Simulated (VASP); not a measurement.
# WC (P-6m2) in VASP: a series of runs

Runs on WC. Level: PBEsol. Tasks: single point.

Program: VASP 6.6.1. These are calculated values, not measurements. Logs are shortened: lines on timing, memory, paths and dates and some standing lists are left out, and cuts for length are marked.

## Step 1: The cell of the first run

It takes space group P-6m2 (No. 187, hexagonal). Conventional cell: a = 2.901 Å, b = 2.901 Å, c = 2.886 Å, α = 90.00°, β = 90.00°, γ = 120.00°. W (site symmetry -6m2) has 6 C at 2.21 Å and 2 W at 2.89 Å within 2.9 Å. C (site symmetry -6m2) has 6 W at 2.21 Å and 2 C at 2.89 Å within 2.9 Å.

## Step 2: Single point, PBEsol (zz strain of +2 %)

INCAR reads:

```
PREC = Accurate
ENCUT = 520
EDIFF = 1E-6
ISMEAR = -1
SIGMA = 0.05
LREAL = F
LASPH = T
NELM = 60
ALGO = Normal
ISIF = 2
LWAVE = F
LCHARG = F
GGA = PS
NBANDS = 16
```

KPOINTS reads:

```
Automatic mesh
0
Gamma
  13 13 12
```

POSCAR reads:

```
WC
1.0
    2.9005014360      0.0000000000      0.0000000000
   -1.4502507180      2.5119079273      0.0000000000
    0.0000000000      0.0000000000      2.8855800000
W C
1 1
Direct
    0.0000000000      0.0000000000      0.0000000000
    0.6666666667      0.3333333333      0.5000000000
```

Potentials or basis: VASP PAW PBE potentials, release 64 (W_sv, C).

Command:

```
> cat potpaw_PBE.64/W_sv/POTCAR potpaw_PBE.64/C/POTCAR > POTCAR
> mpirun -np 1 vasp_std > vasp.out
```

OUTCAR:

```text
PREC = Accurate
   ENCUT = 520
   EDIFF = 1E-6
   ISMEAR = -1
   LREAL = F
   LASPH = T
   NELM = 60
   ISIF = 2
   GGA = PS

 ion  position               nearest neighbor table
   1  0.000  0.000  0.000-   2 2.21   2 2.21   2 2.21   2 2.21   2 2.21   2 2.21
   2  0.667  0.333  0.500-   1 2.21   1 2.21   1 2.21   1 2.21   1 2.21   1 2.21

  LATTYP: Found a hexagonal cell.
 ALAT       =     2.9005014360
 C/A-ratio  =     0.9948555668

  Lattice vectors:

 A1 = (   2.9005014360,   0.0000000000,   0.0000000000)
 A2 = (  -1.4502507180,   2.5119079273,   0.0000000000)
 A3 = (   0.0000000000,   0.0000000000,   2.8855800000)

Analysis of symmetry for initial positions (statically):
=====================================================================
 Subroutine PRICEL returns:
 Original cell was already a primitive cell.

 Routine SETGRP: Setting up the symmetry group for a
 hexagonal supercell.

 Subroutine GETGRP returns: Found 12 space group operations
 (whereof 12 operations were pure point group operations)
 out of a pool of 24 trial point group operations.

The static configuration has the point symmetry D_3h.

Analysis of symmetry for dynamics (positions and initial velocities):
=====================================================================
 Subroutine PRICEL returns:
 Original cell was already a primitive cell.

 Routine SETGRP: Setting up the symmetry group for a
 hexagonal supercell.

 Subroutine GETGRP returns: Found 12 space group operations
 (whereof 12 operations were pure point group operations)
 out of a pool of 24 trial point group operations.

The dynamic configuration has the point symmetry D_3h.

 Subroutine INISYM returns: Found 12 space group operations
 (whereof 12 operations are pure point group operations),
 and found     1 'primitive' translations

----------------------------------------------------------------------------------------

                                     Primitive cell

  volume of cell :      21.0237

  direct lattice vectors                    reciprocal lattice vectors
     2.900501436  0.000000000  0.000000000     0.344767973  0.199051882  0.000000000
    -1.450250718  2.511907927  0.000000000     0.000000000  0.398103764  0.000000000
     0.000000000  0.000000000  2.885580000     0.000000000  0.000000000  0.346550780

  length of vectors
     2.900501436  2.900501436  2.885580000     0.398103764  0.398103764  0.346550780

  position of ions in fractional coordinates (direct lattice)
     0.000000000  0.000000000  0.000000000
     0.666666667  0.333333333  0.500000000

  ion indices of the primitive-cell ions
   primitive index   ion index
                 1           1
                 2           2

----------------------------------------------------------------------------------------

 KPOINTS: Automatic mesh

Automatic generation of k-mesh.
 Grid dimensions read from file:
 generate k-points for:   13   13   12

 Generating k-lattice:

  Cartesian coordinates                     Fractional coordinates (reciprocal lattice)
     0.026520613  0.015311683  0.000000000     0.076923077 -0.000000000  0.000000000
     0.000000000  0.030623366  0.000000000     0.000000000  0.076923077  0.000000000
     0.000000000  0.000000000  0.028879232     0.000000000  0.000000000  0.083333333

  Length of vectors
     0.030623366  0.030623366  0.028879232

  Shift w.r.t. Gamma in fractional coordinates (k-lattice)
     0.000000000  0.000000000  0.000000000

 Subroutine IBZKPT returns following result:
 ===========================================

 Found    147 irreducible k-points:

 Following reciprocal coordinates:
            Coordinates               Weight
  0.000000  0.000000  0.000000      1.000000
  0.076923 -0.000000  0.000000      6.000000
  0.153846  0.000000  0.000000      6.000000
  0.230769  0.000000  0.000000      6.000000
  0.307692  0.000000  0.000000      6.000000
  0.384615  0.000000  0.000000      6.000000
[... 16 lines left out ...]
  0.076923 -0.000000  0.083333     12.000000
  0.153846  0.000000  0.083333     12.000000
 [... further k-points ...]
   k-points           NKPTS =    147   k-points in BZ     NKDIM =    147   number of bands    NBANDS=     16
   number of dos      NEDOS =    301   number of ions     NIONS =      2
   total plane-waves  NPLWV =  13824
   dimension x,y,z NGX =    24 NGY =   24 NGZ =   24
   dimension x,y,z NGXF=    48 NGYF=   48 NGZF=   48
   ions per type =               1   1
   NGX,Y,Z   is equivalent  to a cutoff of  13.76, 13.76, 13.83 a.u.
   NGXF,Y,Z  is equivalent  to a cutoff of  27.51, 27.51, 27.65 a.u.
 SYSTEM =  unknown system
   PREC   = accura    normal or accurate (medium, high low for compatibility)
   ISTART =      0    job   : 0-new  1-cont  2-samecut
   ICHARG =      2    charge: 1-file 2-atom 10-const
   ISPIN  =      1    spin polarized calculation?
   LNONCOLLINEAR =      F non collinear calculations
   LSORBIT =      F    spin-orbit coupling
   LASPH  =      T    aspherical Exc in radial PAW
   ENCUT  =  520.0 eV  38.22 Ry    6.18 a.u.   5.39  5.39  5.37*2*pi/ulx,y,z
   NELM   =     60;   NELMIN=  2; NELMDL= -5     # of ELM steps
   EDIFF  = 0.1E-05   stopping-criterion for ELM
   LREAL  =      F    real-space projection
   EDIFFG = 0.1E-04   stopping-criterion for IOM
   NSW    =      0    number of steps for IOM
   IBRION =     -1    ionic relax: 0-MD 1-quasi-New 2-CG
   NFREE  =      0    steps in history (QN), initial steepest desc. (CG)
   ISIF   =      2    stress and relaxation
   ISYM   =      2    0-nonsym 1-usesym 2-fastsym
   POTIM  = 0.5000    time-step for ionic-motion
   TEBEG  =    0.0;   TEEND  =   0.0 temperature during run
   PSTRESS=    0.0 pullay stress
   NELECT =      18.0000    total number of electrons
   NUPDOWN=      -1.0000    fix difference up-down
   EMIN   =  10.00;   EMAX   =-10.00  energy-range for DOS
   EFERMI =   0.00;   METHOD = LEGACY
   ISMEAR =    -1;   SIGMA  =   0.05  broadening in eV -4-tet -1-fermi 0-gaus
   EFERMI_NEDOS =   21; number of points for ismear=-14 and -15
   IALGO  =     38    algorithm
   IMIX   =      4    mixing-type and parameters
     AMIX     =   0.40;   BMIX     =  1.00
     AMIX_MAG =   1.60;   BMIX_MAG =  1.00
  volume/ion in A,a.u.               =      10.51        70.94
  Fermi-wavevector in a.u.,A,eV,Ry     =   1.554518  2.937613 32.878826  2.416526
  Thomas-Fermi vector in A             =   2.658592
   LORBIT       =      0    0 simple, 1 ext, 2 COOP (PROOUT), +10 PAW based schemes
   GGA     = PS    functional components
   LHFCALC =     F    Hartree Fock is set to
   AEXX    =    0.0000 exact exchange contribution
   IVDW    =     0    specifies the selected vdW correction
   LEPSILON=     F    determine dielectric tensor
   LRPA    =     F    only Hartree local field effects (RPA)
 non-spin polarized calculation
  energy-cutoff  :      520.00
  volume of cell :       21.02
 maximum number of plane-waves:       581
 NGX is ok and might be reduce to    24
   NGX = 11   NGY = 11   NGZ = 11

 number of electron      17.9999998 magnetization

 Free energy of the ion-electron system (eV)
  ---------------------------------------------------
  ext. energy  EPLUGINS =         0.00000000
  ---------------------------------------------------
  free energy    TOTEN  =       -23.87876465 eV

  energy without entropy =      -23.87585432  energy(sigma->0) =      -23.87730949

 E-fermi :  10.7526     XC(G=0): -13.8608

 val. band max:       10.7513918673   @ k =   0.0769   0.0769   0.5000
 cond. band min:      10.7565866243   @ k =   0.4615   0.0769   0.5000
 fundamental gap:      0.0051947570
 Fermi energy:        10.7526176939

 k-point     1 :       0.0000    0.0000    0.0000
  band No.  band energies     occupation
      1     -63.2231      2.00000
      2     -27.2491      2.00000
      3     -27.0832      2.00000
      4     -27.0832      2.00000
      5      -3.5732      2.00000
      6       6.4566      2.00000
[... 8 lines left out ...]
     15      24.8097      0.00000
     16      27.4740      0.00000

 k-point     2 :       0.0769   -0.0000    0.0000
  band No.  band energies     occupation
      1     -63.2197      2.00000
      2     -27.2426      2.00000
      3     -27.1331      2.00000
      4     -27.0945      2.00000
      5      -3.4173      2.00000
      6       6.5268      2.00000
[... 8 lines left out ...]
     15      24.5411      0.00000
     16      27.8030      0.00000

 k-point     3 :       0.1538    0.0000    0.0000
  band No.  band energies     occupation
      1     -63.2102      2.00000
      2     -27.2694      2.00000
      3     -27.2245      2.00000
      4     -27.1256      2.00000
      5      -2.9726      2.00000
      6       6.3268      2.00000
[... 8 lines left out ...]
     15      24.2592      0.00000
     16      28.7195      0.00000

 k-point     4 :       0.2308    0.0000    0.0000
  band No.  band energies     occupation
      1     -63.1969      2.00000
      2     -27.4572      2.00000
      3     -27.1988      2.00000
      4     -27.1692      2.00000
      5      -2.3039      2.00000
      6       5.5839      2.00000
[... 8 lines left out ...]
     15      24.5162      0.00000
     16      28.6238      0.00000

 k-point     5 :       0.3077    0.0000    0.0000
  band No.  band energies     occupation
      1     -63.1827      2.00000
      2     -27.6512      2.00000
      3     -27.2150      2.00000
      4     -27.1714      2.00000
      5      -1.5136      2.00000
      6       4.8255      2.00000
[... 8 lines left out ...]
     15      25.4210      0.00000
     16      27.8410      0.00000

 k-point     6 :       0.3846    0.0000    0.0000
  band No.  band energies     occupation
      1     -63.1709      2.00000
      2     -27.8082      2.00000
      3     -27.2527      2.00000
      4     -27.1486      2.00000
      5      -0.7517      2.00000
      6       4.2149      2.00000
[... 8 lines left out ...]
     15      24.8875      0.00000
     16      27.7118      0.00000

 k-point     7 :       0.4615   -0.0000    0.0000
  band No.  band energies     occupation
      1     -63.1642      2.00000
      2     -27.8954      2.00000
      3     -27.2739      2.00000
      4     -27.1356      2.00000
      5      -0.2457      2.00000
      6       3.8500      2.00000
[... 8 lines left out ...]
     15      23.5634      0.00000
     16      28.6851      0.00000

 k-point     8 :       0.0769    0.0769    0.0000
  band No.  band energies     occupation
      1     -63.2133      2.00000
      2     -27.2303      2.00000
      3     -27.2239      2.00000
      4     -27.1179      2.00000
      5      -3.1167      2.00000
      6       6.4690      2.00000
[... 8 lines left out ...]
     15      24.3076      0.00000
     16      28.3350      0.00000

 k-point     9 :       0.1538    0.0769    0.0000
  band No.  band energies     occupation
      1     -63.2019      2.00000
      2     -27.3802      2.00000
      3     -27.2084      2.00000
      4     -27.1610      2.00000
      5      -2.5578      2.00000
      6       5.8902      2.00000
[... 8 lines left out ...]
     15      24.3387      0.00000
     16      28.7054      0.00000
[... 172 lines left out ...]
 k-point    19 :       0.3077    0.2308    0.0000
  band No.  band energies     occupation
      1     -63.1603      2.00000
      2     -27.7731      2.00000
      3     -27.4733      2.00000
      4     -27.1280      2.00000
      5       0.1568      2.00000
      6       4.1949      2.00000
[... 8 lines left out ...]
     15      25.7974      0.00000
     16      27.7055      0.00000

 k-point    20 :       0.3846    0.2308    0.0000
  band No.  band energies     occupation
      1     -63.1577      2.00000
      2     -27.7824      2.00000
      3     -27.5071      2.00000
      4     -27.1231      2.00000
      5       0.4025      2.00000
      6       4.1396      2.00000
[... 8 lines left out ...]
     15      25.3418      0.00000
     16      27.6817      0.00000

 k-point    21 :       0.3077    0.3077    0.0000
  band No.  band energies     occupation
      1     -63.1565      2.00000
      2     -27.7222      2.00000
      3     -27.5897      2.00000
      4     -27.1207      2.00000
      5       0.5299      2.00000
      6       4.2586      2.00000
[... 8 lines left out ...]
     15      25.9987      0.00000
     16      26.8922      0.00000

 k-point    22 :       0.0000    0.0000    0.0833
  band No.  band energies     occupation
      1     -63.2210      2.00000
      2     -27.2941      2.00000
      3     -27.0794      2.00000
      4     -27.0794      2.00000
      5      -3.4095      2.00000
      6       6.3452      2.00000
[... 8 lines left out ...]
     15      25.1817      0.00000
     16      27.5103      0.00000

 k-point    23 :       0.0769   -0.0000    0.0833
  band No.  band energies     occupation
      1     -63.2175      2.00000
      2     -27.2874      2.00000
      3     -27.1291      2.00000
      4     -27.0907      2.00000
      5      -3.2572      2.00000
      6       6.4351      2.00000
[... 8 lines left out ...]
     15      24.7273      0.00000
     16      27.7988      0.00000

 k-point    24 :       0.1538    0.0000    0.0833
  band No.  band energies     occupation
      1     -63.2081      2.00000
      2     -27.2737      2.00000
      3     -27.2598      2.00000
      4     -27.1217      2.00000
      5      -2.8236      2.00000
      6       6.3683      2.00000
[... 8 lines left out ...]
     15      24.1898      0.00000
     16      28.6214      0.00000

 [... further k-points ...]
[... 5 lines left out ...]
  --------------------------------------------------------------------------------------
  -------------------------------------------------------------------------------------
  Total       -0.3976176     -0.3976176     -2.3548732      0.0000000      0.0000000      0.0000000
  in kB      -30.3016493    -30.3016493   -179.4602140      0.0000000      0.0000000      0.0000000
  external PRESSURE =     -80.0211709 kB  Pullay stress =       0.0000000 kB

 VOLUME and BASIS-vectors are now :
 -----------------------------------------------------------------------------
  energy-cutoff  :      520.00
  volume of cell :       21.02
      direct lattice vectors                 reciprocal lattice vectors
     2.900501436  0.000000000  0.000000000     0.344767973  0.199051882  0.000000000
    -1.450250718  2.511907927  0.000000000     0.000000000  0.398103764  0.000000000
     0.000000000  0.000000000  2.885580000     0.000000000  0.000000000  0.346550780

 POSITION                                       TOTAL-FORCE (eV/Angst)
 -----------------------------------------------------------------------------------
      0.00000      0.00000      0.00000        -0.000000      0.000000      0.000000
      1.45025      0.83730      1.44279         0.000000     -0.000000      0.000000
 -----------------------------------------------------------------------------------
    total drift:                                0.000000     -0.000000      0.000000

  FREE ENERGIE OF THE ION-ELECTRON SYSTEM (eV)
  ---------------------------------------------------
  free  energy   TOTEN  =       -23.8787646515 eV

  energy  without entropy=      -23.8758543206  energy(sigma->0) =      -23.87730949
```

Wall time 2 min (1 thread of AMD EPYC 7R13, shared host); peak memory 0.15 GiB.

Results:

* Free energy: -23.8788 eV
* Pressure: -8.0 GPa
* Band gap on the k mesh: zero (band 9 reaches 11.43 eV, above the bottom of band 10 at 10.15 eV)

Caveat: the cell differs from its parent crystal (zz strain of +2 %); the PAW data sets were made with another functional, which shifts forces and pressure a little; spin-orbit coupling is left out, which moves the levels of the heavy elements.

## Step 3: Single point, PBEsol (volume scaled by 0.94)

INCAR reads:

```
SYSTEM = WC
ALGO = Normal
EDIFF = 1E-6
ENCUT = 520
GGA = PS
ISIF = 2
ISMEAR = -1
LASPH = .True.
LCHARG = .True.
LELF = .True.
LREAL = .False.
LVHAR = .True.
LWAVE = .False.
NBANDS = 16
NELM = 80
PREC = Accurate
SIGMA = 0.05
```

KPOINTS reads:

```
k-points
0
Gamma
  13 13 12
  0 0 0
```

POSCAR reads:

```
WC
1.0
    2.8412909150      0.0000000000      0.0000000000
   -1.4206454575      2.4606301120      0.0000000000
    0.0000000000      0.0000000000      2.7712491016
W C
1 1
Direct
    0.0000000000      0.0000000000      0.0000000000
    0.6666666667      0.3333333333      0.5000000000
```

Potentials or basis: VASP PAW PBE potentials, release 64 (W_sv, C).

Command:

```
> cat potpaw_PBE.64/W_sv/POTCAR potpaw_PBE.64/C/POTCAR > POTCAR
> mpirun -np 1 vasp_std > vasp.out
```

Run time: 14 s. Hardware: 1 thread of Intel Xeon 6975P-C (Granite Rapids), shared host; peak memory 0.17 GiB.

Results (log left out):

```
Free energy            : -23.7910 eV
Pressure               : 29.5 GPa
Band gap on the k mesh : zero (band 9 reaches 12.62 eV, above the bottom of band 10 at 11.26 eV)
```

Stress tensor (GPa, compression positive):
```
28.11  0.00  0.00
 0.00 28.11  0.00
 0.00  0.00 32.36
```

Levels at points of the mesh, in eV from the Fermi level:
```csv
k point,band 7,band 8,band 9,band 10,band 11,band 12
"(0.00, 0.00, 0.00)",-3.66,-3.66,0.12,3.54,3.54,6.03
"(0.00, 0.00, 0.50)",-2.23,-2.23,-0.71,-0.71,3.97,4.68
```

Caveat: the PAW data sets were made with another functional, which shifts forces and pressure a little; spin-orbit coupling is left out, which moves the levels of the heavy elements.

## Step 4: Single point, PBEsol (volume scaled by 0.98)

INCAR reads:

```
PREC = Accurate
ENCUT = 520
EDIFF = 1E-6
ISMEAR = -1
SIGMA = 0.05
LREAL = F
LASPH = T
NELM = 100
ALGO = Normal
ISIF = 2
LWAVE = F
LCHARG = F
GGA = PS
NBANDS = 16
```

KPOINTS reads:

```
regular mesh
0
Gamma
  13 13 12
```

POSCAR reads:

```
WC
1.0
    2.8810343969      0.0000000000      0.0000000000
   -1.4405171984      2.4950489769      0.0000000000
    0.0000000000      0.0000000000      2.8100128507
W C
1 1
Direct
    0.0000000000      0.0000000000      0.0000000000
    0.6666666667      0.3333333333      0.5000000000
```

Command:

```
> cat potpaw_PBE.64/W_sv/POTCAR potpaw_PBE.64/C/POTCAR > POTCAR
> mpirun -np 1 vasp_std > vasp.out
```

Wall time 14 s (1 thread of Intel Xeon 6975P-C (Granite Rapids), shared host); peak memory 0.16 GiB.

It converged, with:

```
Free energy            : -23.8892 eV
Pressure               : 9.1 GPa
Band gap on the k mesh : zero (band 9 reaches 12.00 eV, above the bottom of band 10 at 10.69 eV)
```

Stress tensor (GPa, compression positive):
```
8.74 0.00 0.00
0.00 8.74 0.00
0.00 0.00 9.92
```

Levels at points of the mesh, in eV from the Fermi level:
```csv
k point,band 5,band 6,band 7,band 8,band 9,band 10,band 11,band 12,band 13,band 14
"(0.00, 0.00, 0.00)",-14.65,-4.50,-3.46,-3.46,0.11,3.34,3.34,5.80,5.80,6.56
"(0.00, 0.00, 0.50)",-10.41,-8.86,-2.10,-2.10,-0.64,-0.64,3.80,4.58,4.58,10.13
```

Caveat: the PAW data sets were made with another functional, which shifts forces and pressure a little; spin-orbit coupling is left out, which moves the levels of the heavy elements.

(Continued in part 2 of 2.)
